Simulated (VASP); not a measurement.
# Sb (R-3m) in VASP: notebook

Sb is run at these levels: PBE; tasks: single point.

Program: VASP 6.6.1. These are calculated values, not measurements. Logs are shortened: lines on timing, memory, paths and dates and some standing lists are left out, and cuts for length are marked.

## 1. The cell of the first run

The structure is trigonal, space group R-3m (No. 166). The conventional cell has a = 4.301 Å, b = 4.301 Å, c = 10.895 Å, α = 90.00°, β = 90.00°, γ = 120.00°. Within 3.8 Å of Sb (site symmetry 3m) lie 6 Sb at 2.88 to 3.30 Å.

## 2. Single point, PBE (zz strain of -3 %)

File INCAR:

```
PREC = Accurate
ENCUT = 520
EDIFF = 1E-6
ISMEAR = -1
SIGMA = 0.05
LREAL = F
LASPH = T
NELM = 100
ALGO = Normal
ISIF = 2
LWAVE = F
LCHARG = T
GGA = PE
LELF = T
LVHAR = T
NBANDS = 12
```

File KPOINTS:

```
regular mesh
0
Gamma
  9 9 9
```

File POSCAR:

```
Sb
1.0
    2.1506003320      1.2416496806      3.6316800000
   -2.1506003320      1.2416496806      3.6316800000
    0.0000000000     -2.4832993611      3.6316800000
Sb
2
Direct
    0.2336400000      0.2336400000      0.2336400000
    0.7663600000      0.7663600000      0.7663600000
```

Potentials or basis: VASP PAW PBE potentials, release 64 (Sb).

The run is started by

```sh
> cat potpaw_PBE.64/Sb/POTCAR > POTCAR
> mpirun -np 1 vasp_std > vasp.out
```

OUTCAR:

```text
PREC = Accurate
   ENCUT = 520
   EDIFF = 1E-6
   ISMEAR = -1
   LREAL = F
   LASPH = T
   NELM = 100
   ISIF = 2
   GGA = PE

 ion  position               nearest neighbor table
   1  0.234  0.234  0.234-   2 2.88   2 2.88   2 2.88   2 3.30   2 3.30   2 3.30
   2  0.766  0.766  0.766-   1 2.88   1 2.88   1 2.88   1 3.30   1 3.30   1 3.30

  LATTYP: Found a trigonal (rhomboedric) cell.
 ALAT       =     4.3995312636
 COS(alpha) =     0.5221004778

  Lattice vectors:

 A1 = (   2.1506003320,   1.2416496806,   3.6316800000)
 A2 = (  -2.1506003320,   1.2416496806,   3.6316800000)
 A3 = (   0.0000000000,  -2.4832993611,   3.6316800000)

Analysis of symmetry for initial positions (statically):
=====================================================================
 Subroutine PRICEL returns:
 Original cell was already a primitive cell.

 Routine SETGRP: Setting up the symmetry group for a
 trigonal (rhombohedral) supercell.

 Subroutine GETGRP returns: Found 12 space group operations
 (whereof 12 operations were pure point group operations)
 out of a pool of 12 trial point group operations.

The static configuration has the point symmetry D_3d.

Analysis of symmetry for dynamics (positions and initial velocities):
=====================================================================
 Subroutine PRICEL returns:
 Original cell was already a primitive cell.

 Routine SETGRP: Setting up the symmetry group for a
 trigonal (rhombohedral) supercell.

 Subroutine GETGRP returns: Found 12 space group operations
 (whereof 12 operations were pure point group operations)
 out of a pool of 12 trial point group operations.

The dynamic configuration has the point symmetry D_3d.

 Subroutine INISYM returns: Found 12 space group operations
 (whereof 12 operations are pure point group operations),
 and found     1 'primitive' translations

----------------------------------------------------------------------------------------

                                     Primitive cell

  volume of cell :      58.1859

  direct lattice vectors                    reciprocal lattice vectors
     2.150600332  1.241649681  3.631680000     0.232493222  0.134230024  0.091784886
    -2.150600332  1.241649681  3.631680000    -0.232493222  0.134230024  0.091784886
     0.000000000 -2.483299361  3.631680000     0.000000000 -0.268460048  0.091784886

  length of vectors
     4.399531264  4.399531264  4.399531264     0.283716871  0.283716871  0.283716871

  position of ions in fractional coordinates (direct lattice)
[... 83 lines left out ...]
   IBRION =     -1    ionic relax: 0-MD 1-quasi-New 2-CG
   NFREE  =      0    steps in history (QN), initial steepest desc. (CG)
   ISIF   =      2    stress and relaxation
   ISYM   =      2    0-nonsym 1-usesym 2-fastsym
   POTIM  = 0.5000    time-step for ionic-motion
   TEBEG  =    0.0;   TEEND  =   0.0 temperature during run
   PSTRESS=    0.0 pullay stress
   NELECT =      10.0000    total number of electrons
   NUPDOWN=      -1.0000    fix difference up-down
   EMIN   =  10.00;   EMAX   =-10.00  energy-range for DOS
   EFERMI =   0.00;   METHOD = LEGACY
   ISMEAR =    -1;   SIGMA  =   0.05  broadening in eV -4-tet -1-fermi 0-gaus
   EFERMI_NEDOS =   21; number of points for ismear=-14 and -15
   IALGO  =     38    algorithm
   IMIX   =      4    mixing-type and parameters
     AMIX     =   0.40;   BMIX     =  1.00
     AMIX_MAG =   1.60;   BMIX_MAG =  1.00
  volume/ion in A,a.u.               =      29.09       196.33
  Fermi-wavevector in a.u.,A,eV,Ry     =   0.910197  1.720024 11.271875  0.828459
  Thomas-Fermi vector in A             =   2.034331
   LORBIT       =      0    0 simple, 1 ext, 2 COOP (PROOUT), +10 PAW based schemes
   GGA     = PE    functional components
[... 5 lines left out ...]
 non-spin polarized calculation
  energy-cutoff  :      520.00
  volume of cell :       58.19
 maximum number of plane-waves:      1587
 NGX is ok and might be reduce to    36
   NGX = 17   NGY = 17   NGZ = 17

 number of electron      10.0000000 magnetization

 Free energy of the ion-electron system (eV)
  ---------------------------------------------------
  ext. energy  EPLUGINS =         0.00000000
  ---------------------------------------------------
  free energy    TOTEN  =        -8.20414138 eV

  energy without entropy =       -8.20197404  energy(sigma->0) =       -8.20305771

 E-fermi :   7.7347     XC(G=0):  -9.6961

 val. band max:        7.7287720928   @ k =   0.3333   0.1111   0.1111
 cond. band min:       7.7580260950   @ k =   0.4444   0.0000  -0.0000
 fundamental gap:      0.0292540022
 Fermi energy:         7.7347467648

 k-point     1 :       0.0000    0.0000    0.0000
  band No.  band energies     occupation
      1      -5.2475      2.00000
      2       3.2081      2.00000
      3       5.7667      2.00000
      4       5.7667      2.00000
      5       5.8414      2.00000
      6       9.8785      0.00000
      7      10.5431      0.00000
      8      10.5431      0.00000
      9      12.6787      0.00000
     10      12.6787      0.00000
     11      13.0557      0.00000
     12      14.2270      0.00000
[... 331 lines left out ...]
 k-point    24 :       0.4444    0.4444   -0.0000
  band No.  band energies     occupation
      1      -2.9126      2.00000
      2      -0.1626      2.00000
      3       2.2840      2.00000
      4       3.8552      2.00000
      5       3.9907      2.00000
      6       9.1872      0.00000
      7      12.8828      0.00000
      8      13.3408      0.00000
      9      14.6405      0.00000
     10      16.3976      0.00000
     11      17.5463      0.00000
     12      18.7016      0.00000

 [... further k-points ...]

------------------------ aborting loop because EDIFF is reached ----------------------------------------

  FORCE on cell =-STRESS in cart. coord.  units (eV):
  Direction    XX          YY          ZZ          XY          YZ          ZX
  --------------------------------------------------------------------------------------
  -------------------------------------------------------------------------------------
  Total        1.8001660      1.8001660      1.9063901      0.0000000      0.0000000     -0.0000000
  in kB       49.5684712     49.5684712     52.4934039      0.0000000      0.0000000     -0.0000000
  external PRESSURE =      50.5434487 kB  Pullay stress =       0.0000000 kB

 VOLUME and BASIS-vectors are now :
 -----------------------------------------------------------------------------
  energy-cutoff  :      520.00
  volume of cell :       58.19
      direct lattice vectors                 reciprocal lattice vectors
     2.150600332  1.241649681  3.631680000     0.232493222  0.134230024  0.091784886
    -2.150600332  1.241649681  3.631680000    -0.232493222  0.134230024  0.091784886
     0.000000000 -2.483299361  3.631680000     0.000000000 -0.268460048  0.091784886

 POSITION                                       TOTAL-FORCE (eV/Angst)
 -----------------------------------------------------------------------------------
      0.00000      0.00000      2.54552         0.000000      0.000000      0.436326
      0.00000      0.00000      8.34952         0.000000     -0.000000     -0.436326
 -----------------------------------------------------------------------------------
    total drift:                                0.000000     -0.000000      0.000000

  FREE ENERGIE OF THE ION-ELECTRON SYSTEM (eV)
  ---------------------------------------------------
  free  energy   TOTEN  =        -8.2041413756 eV

  energy  without entropy=       -8.2019740399  energy(sigma->0) =       -8.20305771
```

Wall time 2.5 min (1 thread of AMD EPYC, shared host); peak memory 0.19 GiB.

What came out:

```yaml
Free_energy: -8.2041 eV
Pressure: 5.1 GPa
Largest_force: 0.436 eV/Å
Band_gap_on_the_k_mesh: 0.03 eV, indirect (least direct gap 0.43 eV)
```

Forces in eV/Å, atoms in the order of the input:
```
Sb   0.000  0.000  0.436
Sb   0.000  0.000 -0.436
```

Stress tensor (GPa, compression positive):
```
4.96 0.00 0.00
0.00 4.96 0.00
0.00 0.00 5.25
```

Levels at points of the mesh, in eV from the valence-band top:
```tsv
k point	band 1	band 2	band 3	band 4	band 5	band 6	band 7	band 8	band 9	band 10
(0.00, 0.00, 0.00)	-12.98	-4.52	-1.96	-1.96	-1.89	2.15	2.81	2.81	4.95	4.95
```

Caveat: the cell differs from its parent crystal (zz strain of -3 %); spin-orbit coupling is left out, which moves the levels of the heavy elements. A k mesh can miss the band edges.

## 3. Single point, PBE (zz strain of -1 %)

File INCAR:

```
  PREC = Accurate
  ENCUT = 520
  EDIFF = 1E-7
  ISMEAR = -1
  SIGMA = 0.05
  LREAL = False
  LASPH = True
  NELM = 100
  ALGO = Normal
  ISIF = 2
  LWAVE = False
  LCHARG = True
  GGA = PE
  LELF = True
  LVHAR = True
  NBANDS = 12
```

File KPOINTS:

```
Automatic mesh
0
Gamma
  9 9 9
```

File POSCAR:

```
Sb
1.0
    2.1506003320      1.2416496806      3.7065600000
   -2.1506003320      1.2416496806      3.7065600000
    0.0000000000     -2.4832993611      3.7065600000
Sb
2
Direct
    0.2336400000      0.2336400000      0.2336400000
    0.7663600000      0.7663600000      0.7663600000
```

Potentials or basis: VASP PAW PBE potentials, release 64 (Sb).

The run is started by

```sh
> cat potpaw_PBE.64/Sb/POTCAR > POTCAR
> mpirun -np 1 vasp_std > vasp.out
```

Run time: 2.3 min. Hardware: 1 thread of AMD EPYC, shared host; peak memory 0.19 GiB.

The run converged. Its results:

```
Free energy            : -8.2373 eV
Pressure               : 3.8 GPa
Largest force          : 0.309 eV/Å
Band gap on the k mesh : 0.07 eV, indirect (least direct gap 0.47 eV)
```

Forces on the atoms (eV/Å):
```
Sb   0.000  0.000  0.309
Sb   0.000  0.000 -0.309
```

Stress tensor (GPa, compression positive):
```
3.88 0.00 0.00
0.00 3.88 0.00
0.00 0.00 3.62
```

Levels at points of the mesh, in eV from the valence-band top:
| k point | band 1 | band 2 | band 3 | band 4 | band 5 | band 6 | band 7 | band 8 | band 9 | band 10 |
| --- | --- | --- | --- | --- | --- | --- | --- | --- | --- | --- |
| (0.00, 0.00, 0.00) | -12.79 | -4.63 | -1.96 | -1.82 | -1.82 | 2.15 | 2.79 | 2.79 | 5.08 | 5.08 |

Caveat: the cell differs from its parent crystal (zz strain of -1 %); spin-orbit coupling is left out, which moves the levels of the heavy elements. A k mesh can miss the band edges.

## 4. Single point, PBE (zz strain of +2 %)

File INCAR:

```
SYSTEM = Sb
ALGO = Normal
EDIFF = 1E-7
ENCUT = 520
GGA = PE
ISIF = 2
ISMEAR = -1
LASPH = .True.
LCHARG = .False.
LREAL = .False.
LWAVE = .False.
NBANDS = 12
NELM = 100
PREC = Accurate
SIGMA = 0.05
```

File KPOINTS:

```
k-points
0
Gamma
  9 9 9
  0 0 0
```

File POSCAR:

```
Sb
1.0
    2.1506003320      1.2416496806      3.8188800000
   -2.1506003320      1.2416496806      3.8188800000
    0.0000000000     -2.4832993611      3.8188800000
Sb
2
Direct
    0.2336400000      0.2336400000      0.2336400000
    0.7663600000      0.7663600000      0.7663600000
```

Potentials or basis: VASP PAW PBE potentials, release 64 (Sb).

The run is started by

```sh
> cat potpaw_PBE.64/Sb/POTCAR > POTCAR
> mpirun -np 1 vasp_std > vasp.out
```

OUTCAR:

```text
SYSTEM = Sb
   EDIFF = 1E-7
   ENCUT = 520
   GGA = PE
   ISIF = 2
   ISMEAR = -1
   LASPH = .True.
   LREAL = .False.
   NELM = 100
   PREC = Accurate

 ion  position               nearest neighbor table
   1  0.234  0.234  0.234-   2 2.92   2 2.92   2 2.92   2 3.37   2 3.37   2 3.37
   2  0.766  0.766  0.766-   1 2.92   1 2.92   1 2.92   1 3.37   1 3.37   1 3.37

  LATTYP: Found a trigonal (rhomboedric) cell.
 ALAT       =     4.5552848618
 COS(alpha) =     0.5542223076

  Lattice vectors:

[... 547 lines left out ...]
------------------------ aborting loop because EDIFF is reached ----------------------------------------

  FORCE on cell =-STRESS in cart. coord.  units (eV):
  Direction    XX          YY          ZZ          XY          YZ          ZX
  --------------------------------------------------------------------------------------
  -------------------------------------------------------------------------------------
  Total        0.9417184      0.9417184      0.5258119      0.0000000      0.0000000      0.0000000
  in kB       24.6595751     24.6595751     13.7687629      0.0000000      0.0000000      0.0000000
  external PRESSURE =      21.0293044 kB  Pullay stress =       0.0000000 kB

 VOLUME and BASIS-vectors are now :
 -----------------------------------------------------------------------------
  energy-cutoff  :      520.00
  volume of cell :       61.19
      direct lattice vectors                 reciprocal lattice vectors
     2.150600332  1.241649681  3.818880000     0.232493222  0.134230024  0.087285627
    -2.150600332  1.241649681  3.818880000    -0.232493222  0.134230024  0.087285627
     0.000000000 -2.483299361  3.818880000     0.000000000 -0.268460048  0.087285627

 POSITION                                       TOTAL-FORCE (eV/Angst)
 -----------------------------------------------------------------------------------
      0.00000      0.00000      2.67673         0.000000      0.000000      0.109652
      0.00000      0.00000      8.77991         0.000000     -0.000000     -0.109652
 -----------------------------------------------------------------------------------
    total drift:                                0.000000     -0.000000      0.000000

  FREE ENERGIE OF THE ION-ELECTRON SYSTEM (eV)
  ---------------------------------------------------
  free  energy   TOTEN  =        -8.2650389701 eV

  energy  without entropy=       -8.2631613107  energy(sigma->0) =       -8.26410014
```

stdout:

```text
POSCAR found type information on POSCAR Sb
 POSCAR found :  1 types and       2 ions
 scaLAPACK will be used
 LDA part: xc-table for (Slater+PW92), standard interpolation
 POSCAR, INCAR and KPOINTS ok, starting setup
 FFT: planning ... GRIDC
 FFT: planning ... GRID_SOFT
 FFT: planning ... GRID
 WAVECAR not read
 entering main loop
```

Wall time 2.2 min (1 thread of AMD EPYC, shared host); peak memory 0.19 GiB.

Results:

- Free energy: -8.2650 eV
- Pressure: 2.1 GPa
- Largest force: 0.110 eV/Å
- Band gap on the k mesh: 0.06 eV, indirect (least direct gap 0.51 eV)

Forces in eV/Å, atoms in the order of the input:
```
Sb   0.000  0.000  0.110
Sb   0.000  0.000 -0.110
```

Stress tensor (GPa, compression positive):
```
2.47 0.00 0.00
0.00 2.47 0.00
0.00 0.00 1.38
```

Levels at points of the mesh, in eV from the valence-band top:
| k point | band 3 | band 4 | band 5 | band 6 | band 7 | band 8 |
| --- | --- | --- | --- | --- | --- | --- |
| (0.00, 0.00, 0.00) | -2.14 | -1.68 | -1.68 | 2.08 | 2.69 | 2.69 |

Caveat: the cell differs from its parent crystal (zz strain of +2 %); spin-orbit coupling is left out, which moves the levels of the heavy elements. A k mesh can miss the band edges.

## 5. Summary

| cell | gap on the mesh (eV) | pressure (GPa) | largest force (eV/Å) |
| --- | --- | --- | --- |
| a = 4.400 Å, angles 58.5°, 2 atoms | 0.03 | 5.1 | 0.44 |
| a = 4.462 Å, angles 57.6°, 2 atoms | 0.07 | 3.8 | 0.31 |
| a = 4.555 Å, angles 56.3°, 2 atoms | 0.06 | 2.1 | 0.11 |

Alike in all rows: task single point; level PBE; potentials or basis VASP PAW PBE potentials, release 64 (Sb); no spin polarisation; k mesh 9 × 9 × 9; cutoff (eV) 520; smearing fermi-dirac 0.05 eV.

Caveats: spin-orbit coupling is left out, which moves the levels of the heavy elements.

Total energies depend on the potentials used, so only differences within one code and one set of settings carry meaning.
